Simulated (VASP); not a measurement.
# Mg3CdS4 (P4/mmm) in VASP: relaxation of cell and atoms with PBE

Aim: the relaxation of cell and atoms of Mg3CdS4 with PBE.

All numbers are computed with VASP 6.6.1; they aren't measurements. Logs are shortened: lines on timing, memory, paths and dates and some standing lists are left out, and cuts for length are marked.

### 1 The cell of the first run

It takes space group P4/mmm (No. 123, tetragonal). The conventional cell has a = 3.762 Å, b = 3.762 Å, c = 10.597 Å, α = 90.00°, β = 90.00°, γ = 90.00°. Within 3.4 Å of Mg (site symmetry 4mm) lie 6 S at 2.61 to 2.69 Å. Mg (site symmetry 4/mmm) has 6 S at 2.58 to 2.66 Å within 3.4 Å. Within 3.5 Å of Cd (site symmetry 4/mmm) lie 6 S at 2.66 to 2.72 Å. S (site symmetry 4/mmm) has 6 Mg at 2.61 to 2.66 Å within 3.4 Å. Within 3.4 Å of S (site symmetry 4mm) lie 5 Mg at 2.58 to 2.66 Å and 1 Cd at 2.72 Å. S (site symmetry 4/mmm) has 4 Cd at 2.66 Å and 2 Mg at 2.69 Å within 3.5 Å.

### 2 Relaxation of cell and atoms, PBE

INCAR reads:

```
PREC     = Accurate       # precision mode
ENCUT    = 600            # plane-wave cutoff, eV
EDIFF    = 1E-6           # SCF threshold, eV
ISMEAR   = 0              # smearing method
SIGMA    = 0.02           # smearing width, eV
LREAL    = False          # projectors in reciprocal space
LASPH    = True           # aspherical terms in the spheres
NELM     = 80             # most SCF steps
ALGO     = Normal         # electronic algorithm
ISIF     = 3              # what is computed and relaxed
LWAVE    = False          # write WAVECAR
LCHARG   = False          # write CHGCAR
GGA      = PE             # functional
IBRION   = 2              # ionic algorithm
NSW      = 100            # ionic steps
EDIFFG   = -0.01          # ionic threshold
```

KPOINTS reads:

```
regular mesh
0
Gamma
  8 8 4
```

POSCAR reads:

```
Mg3CdS4
1.0
    3.7622592699      0.0000000000      0.0000000000
    0.0000000000      3.7622592699      0.0000000000
    0.0000000000      0.0000000000     10.5972343270
Mg Cd S
3 1 4
Direct
    0.0000000000      0.0000000000      0.7539663637
    0.5000000000      0.5000000000      0.0000000000
    0.0000000000      0.0000000000      0.2460336363
    0.5000000000      0.5000000000      0.5000000000
    0.0000000000      0.0000000000      0.0000000000
    0.5000000000      0.5000000000      0.2430222199
    0.0000000000      0.0000000000      0.5000000000
    0.5000000000      0.5000000000      0.7569777801
```

Potentials or basis: VASP PAW PBE potentials, release 64 (Mg, Cd, S).

Launch:

```console
cat potpaw_PBE.64/Mg/POTCAR potpaw_PBE.64/Cd/POTCAR potpaw_PBE.64/S/POTCAR > POTCAR
mpirun -np 1 vasp_std > vasp.out
```

OUTCAR:

```text
PREC = Accurate
   ENCUT = 600
   EDIFF = 1E-6
   ISMEAR = 0
   LREAL = False
   LASPH = True
   NELM = 80
   ISIF = 3
   GGA = PE
   IBRION = 2
   NSW = 100
   EDIFFG = -0.01

 ion  position               nearest neighbor table
   1  0.000  0.000  0.754-   5 2.61   8 2.66   8 2.66   8 2.66   8 2.66   7 2.69
   2  0.500  0.500  0.000-   6 2.58   8 2.58   5 2.66   5 2.66   5 2.66   5 2.66
   3  0.000  0.000  0.246-   5 2.61   6 2.66   6 2.66   6 2.66   6 2.66   7 2.69
   4  0.500  0.500  0.500-   7 2.66   7 2.66   7 2.66   7 2.66   8 2.72   6 2.72
   5  0.000  0.000  0.000-   1 2.61   3 2.61   2 2.66   2 2.66   2 2.66   2 2.66
   6  0.500  0.500  0.243-   2 2.58   3 2.66   3 2.66   3 2.66   3 2.66   4 2.72
   7  0.000  0.000  0.500-   4 2.66   4 2.66   4 2.66   4 2.66   1 2.69   3 2.69
   8  0.500  0.500  0.757-   2 2.58   1 2.66   1 2.66   1 2.66   1 2.66   4 2.72

  LATTYP: Found a simple tetragonal cell.
 ALAT       =     3.7622592699
 C/A-ratio  =     2.8167209027

  Lattice vectors:

 A1 = (   3.7622592699,   0.0000000000,   0.0000000000)
 A2 = (   0.0000000000,   3.7622592699,   0.0000000000)
 A3 = (   0.0000000000,   0.0000000000,  10.5972343270)

Analysis of symmetry for initial positions (statically):
=====================================================================
 Subroutine PRICEL returns:
 Original cell was already a primitive cell.

 Routine SETGRP: Setting up the symmetry group for a
 simple tetragonal supercell.

 Subroutine GETGRP returns: Found 16 space group operations
 (whereof 16 operations were pure point group operations)
 out of a pool of 16 trial point group operations.

The static configuration has the point symmetry D_4h.

Analysis of symmetry for dynamics (positions and initial velocities):
=====================================================================
 Subroutine PRICEL returns:
 Original cell was already a primitive cell.

 Routine SETGRP: Setting up the symmetry group for a
 simple tetragonal supercell.

 Subroutine GETGRP returns: Found 16 space group operations
 (whereof 16 operations were pure point group operations)
 out of a pool of 16 trial point group operations.

The dynamic configuration has the point symmetry D_4h.

 Subroutine INISYM returns: Found 16 space group operations
 (whereof 16 operations are pure point group operations),
 and found     1 'primitive' translations

----------------------------------------------------------------------------------------

                                     Primitive cell

  volume of cell :     149.9996

  direct lattice vectors                    reciprocal lattice vectors
     3.762259270  0.000000000  0.000000000     0.265797737  0.000000000  0.000000000
     0.000000000  3.762259270  0.000000000     0.000000000  0.265797737  0.000000000
     0.000000000  0.000000000 10.597234327     0.000000000  0.000000000  0.094364243

  length of vectors
     3.762259270  3.762259270 10.597234327     0.265797737  0.265797737  0.094364243

  position of ions in fractional coordinates (direct lattice)
     0.000000000  0.000000000  0.753966364
     0.500000000  0.500000000  0.000000000
     0.000000000  0.000000000  0.246033636
     0.500000000  0.500000000  0.500000000
     0.000000000  0.000000000  0.000000000
     0.500000000  0.500000000  0.243022220
     0.000000000  0.000000000  0.500000000
     0.500000000  0.500000000  0.756977780

  ion indices of the primitive-cell ions
   primitive index   ion index
                 1           1
                 2           2
                 3           3
                 4           4
                 5           5
                 6           6
                 7           7
                 8           8

----------------------------------------------------------------------------------------

 KPOINTS: regular mesh

Automatic generation of k-mesh.
 Grid dimensions read from file:
 generate k-points for:    8    8    4

 Generating k-lattice:

  Cartesian coordinates                     Fractional coordinates (reciprocal lattice)
     0.033224717  0.000000000  0.000000000     0.125000000  0.000000000  0.000000000
     0.000000000  0.033224717  0.000000000     0.000000000  0.125000000  0.000000000
     0.000000000  0.000000000  0.023591061     0.000000000  0.000000000  0.250000000

  Length of vectors
     0.033224717  0.033224717  0.023591061

  Shift w.r.t. Gamma in fractional coordinates (k-lattice)
     0.000000000  0.000000000  0.000000000

 Subroutine IBZKPT returns following result:
 ===========================================

 Found     45 irreducible k-points:

 Following reciprocal coordinates:
            Coordinates               Weight
  0.000000  0.000000  0.000000      1.000000
  0.125000  0.000000  0.000000      4.000000
  0.250000  0.000000  0.000000      4.000000
  0.375000  0.000000  0.000000      4.000000
  0.500000  0.000000  0.000000      2.000000
  0.125000  0.125000  0.000000      4.000000
[... 16 lines left out ...]
  0.375000  0.125000  0.250000     16.000000
  0.500000  0.125000  0.250000      8.000000
 [... further k-points ...]
   k-points           NKPTS =     45   k-points in BZ     NKDIM =     45   number of bands    NBANDS=     26
   number of dos      NEDOS =    301   number of ions     NIONS =      8
   total plane-waves  NPLWV =  81000
   dimension x,y,z NGX =    30 NGY =   30 NGZ =   90
   dimension x,y,z NGXF=    60 NGYF=   60 NGZF=  180
   ions per type =               3   1   4
   NGX,Y,Z   is equivalent  to a cutoff of  13.26, 13.26, 14.12 a.u.
   NGXF,Y,Z  is equivalent  to a cutoff of  26.51, 26.51, 28.24 a.u.
 SYSTEM =  unknown system
   PREC   = accura    normal or accurate (medium, high low for compatibility)
   ISTART =      0    job   : 0-new  1-cont  2-samecut
   ICHARG =      2    charge: 1-file 2-atom 10-const
   ISPIN  =      1    spin polarized calculation?
   LNONCOLLINEAR =      F non collinear calculations
   LSORBIT =      F    spin-orbit coupling
   LASPH  =      T    aspherical Exc in radial PAW
   ENCUT  =  600.0 eV  44.10 Ry    6.64 a.u.   7.51  7.51 21.17*2*pi/ulx,y,z
   NELM   =     80;   NELMIN=  2; NELMDL= -5     # of ELM steps
   EDIFF  = 0.1E-05   stopping-criterion for ELM
   LREAL  =      F    real-space projection
   EDIFFG = -.1E-01   stopping-criterion for IOM
   NSW    =    100    number of steps for IOM
   IBRION =      2    ionic relax: 0-MD 1-quasi-New 2-CG
   NFREE  =      1    steps in history (QN), initial steepest desc. (CG)
   ISIF   =      3    stress and relaxation
   ISYM   =      2    0-nonsym 1-usesym 2-fastsym
   POTIM  = 0.5000    time-step for ionic-motion
   TEBEG  =    0.0;   TEEND  =   0.0 temperature during run
   PSTRESS=    0.0 pullay stress
   NELECT =      42.0000    total number of electrons
   NUPDOWN=      -1.0000    fix difference up-down
   EMIN   =  10.00;   EMAX   =-10.00  energy-range for DOS
   EFERMI =   0.00;   METHOD = LEGACY
   ISMEAR =     0;   SIGMA  =   0.02  broadening in eV -4-tet -1-fermi 0-gaus
   EFERMI_NEDOS =   21; number of points for ismear=-14 and -15
   IALGO  =     38    algorithm
   IMIX   =      4    mixing-type and parameters
     AMIX     =   0.40;   BMIX     =  1.00
     AMIX_MAG =   1.60;   BMIX_MAG =  1.00
  volume/ion in A,a.u.               =      18.75       126.53
  Fermi-wavevector in a.u.,A,eV,Ry     =   1.071013  2.023920 15.606809  1.147068
  Thomas-Fermi vector in A             =   2.206740
   LORBIT       =      0    0 simple, 1 ext, 2 COOP (PROOUT), +10 PAW based schemes
   GGA     = PE    functional components
   LHFCALC =     F    Hartree Fock is set to
   AEXX    =    0.0000 exact exchange contribution
   IVDW    =     0    specifies the selected vdW correction
   LEPSILON=     F    determine dielectric tensor
   LRPA    =     F    only Hartree local field effects (RPA)
 conjugate gradient relaxation of ions
 non-spin polarized calculation
 Gauss-broadening in eV      SIGMA  =   0.02
  energy-cutoff  :      600.00
  volume of cell :      150.00
 maximum number of plane-waves:      5040
   NGX = 15   NGY = 15   NGZ = 43

--------------------------------------- Ionic step        1  -------------------------------------------

 number of electron      42.0000006 magnetization

 Free energy of the ion-electron system (eV)
  ---------------------------------------------------
  ext. energy  EPLUGINS =         0.00000000
  ---------------------------------------------------
  free energy    TOTEN  =       -31.22846589 eV

  energy without entropy =      -31.22846589  energy(sigma->0) =      -31.22846589

------------------------ aborting loop because EDIFF is reached ----------------------------------------

  FORCE on cell =-STRESS in cart. coord.  units (eV):
  Direction    XX          YY          ZZ          XY          YZ          ZX
  --------------------------------------------------------------------------------------
  -------------------------------------------------------------------------------------
  Total       -0.3467145     -0.3467145      0.0951833      0.0000000      0.0000000     -0.0000000
  in kB       -3.7033314     -3.7033314      1.0166731      0.0000000      0.0000000     -0.0000000
  external PRESSURE =      -2.1299966 kB  Pullay stress =       0.0000000 kB
[... 107 lines left out ...]
  FREE ENERGIE OF THE ION-ELECTRON SYSTEM (eV)
  ---------------------------------------------------
  free  energy   TOTEN  =       -31.2294187541 eV

  energy  without entropy=      -31.2294187541  energy(sigma->0) =      -31.22941875

[... ionic steps 4 to 8 ...]

--------------------------------------- Ionic step        9  -------------------------------------------

 number of electron      42.0000008 magnetization

------------------------ aborting loop because EDIFF is reached ----------------------------------------
[... 79 lines left out ...]
--------------------------------------- Ionic step       11  -------------------------------------------

 number of electron      42.0000008 magnetization

 Free energy of the ion-electron system (eV)
  ---------------------------------------------------
  ext. energy  EPLUGINS =         0.00000000
  ---------------------------------------------------
  free energy    TOTEN  =       -31.22976628 eV

  energy without entropy =      -31.22976628  energy(sigma->0) =      -31.22976628

 E-fermi :   3.7988     XC(G=0):  -9.7965

 val. band max:        3.6895014447   @ k =   0.5000   0.0000   0.0000
 cond. band min:       4.7278819084   @ k =   0.5000   0.5000   0.0000
 fundamental gap:      1.0383804636
 Fermi energy:         3.7987659407

 k-point     1 :       0.0000    0.0000    0.0000
  band No.  band energies     occupation
      1      -9.2975      2.00000
      2      -8.7426      2.00000
      3      -8.5111      2.00000
      4      -7.8055      2.00000
      5      -4.2064      2.00000
      6      -4.0322      2.00000
[... 685 lines left out ...]
     25       8.7293      0.00000
     26       9.3016      0.00000

 [... further k-points ...]
[... 5 lines left out ...]
  --------------------------------------------------------------------------------------
  -------------------------------------------------------------------------------------
  Total       -0.0087916     -0.0087916      0.0090206      0.0000000      0.0000000      0.0000000
  in kB       -0.0941638     -0.0941638      0.0966164      0.0000000      0.0000000      0.0000000
  external PRESSURE =      -0.0305704 kB  Pullay stress =       0.0000000 kB
[... 23 lines left out ...]
  FREE ENERGIE OF THE ION-ELECTRON SYSTEM (eV)
  ---------------------------------------------------
  free  energy   TOTEN  =       -31.2297662849 eV

  energy  without entropy=      -31.2297662849  energy(sigma->0) =      -31.22976628

 reached required accuracy - stopping structural energy minimisation
```

It took 8.3 min on 1 thread of Intel Xeon 6975P-C (Granite Rapids), shared host; peak memory 0.43 GiB.

Results:

- Free energy: -31.2298 eV
- Relaxed volume: 18.70 Å³/atom
- Relaxed cell: a = 3.752 Å, b = 3.752 Å, c = 10.626 Å, α = 90.00°, β = 90.00°, γ = 90.00°
- Space group after relaxing (to 0.1 Å): P4/mmm (No. 123)
- Energy gained by relaxing: 0.2 meV/atom
- Ionic steps: 11
- Pressure after relaxing: 0.0 GPa
- Band gap on the k mesh: 1.04 eV (least direct gap 1.84 eV)

Forces on the atoms (eV/Å):
```
Mg   0.000  0.000  0.002
Mg   0.000  0.000  0.000
Mg   0.000  0.000 -0.002
Cd   0.000  0.000  0.000
S    0.000  0.000  0.000
S    0.000  0.000 -0.002
S    0.000  0.000  0.000
S    0.000  0.000  0.002
```

Step by step:
| step | energy change (eV) | largest force (eV/Å) | pressure (GPa) | volume (Å³) |
| --- | --- | --- | --- | --- |
| 1 | 0.0000 | 0.0254 | -0.21 | 150.00 |
| 2 | -0.0009 | 0.0204 | 0.05 | 149.46 |
| 3 | -0.0010 | 0.0195 | 0.11 | 149.35 |
| 4 | -0.0012 | 0.0168 | 0.03 | 149.51 |
| 5 | -0.0012 | 0.0151 | -0.01 | 149.61 |
| 6 | -0.0012 | 0.0153 | -0.01 | 149.59 |
| 7 | -0.0012 | 0.0155 | 0.00 | 149.58 |
| 8 | -0.0012 | 0.0161 | 0.01 | 149.54 |
| 9 | -0.0012 | 0.0157 | 0.00 | 149.57 |
| 10 | -0.0013 | 0.0123 | 0.00 | 149.58 |
| 11 | -0.0013 | 0.0021 | 0.00 | 149.59 |

Final structure:
```yaml
crystal:
  lattice:
    - [3.75207, 0.00000, 0.00000]
    - [0.00000, 3.75207, 0.00000]
    - [0.00000, 0.00000, 10.62556]
  atoms:
    - { symbol: Mg, position: [0.00000, 0.00000, 0.75460] }
    - { symbol: Mg, position: [0.50000, 0.50000, 0.00000] }
    - { symbol: Mg, position: [0.00000, 0.00000, 0.24540] }
    - { symbol: Cd, position: [0.50000, 0.50000, 0.50000] }
    - { symbol: S, position: [0.00000, 0.00000, 0.00000] }
    - { symbol: S, position: [0.50000, 0.50000, 0.24285] }
    - { symbol: S, position: [0.00000, 0.00000, 0.50000] }
    - { symbol: S, position: [0.50000, 0.50000, 0.75715] }
```
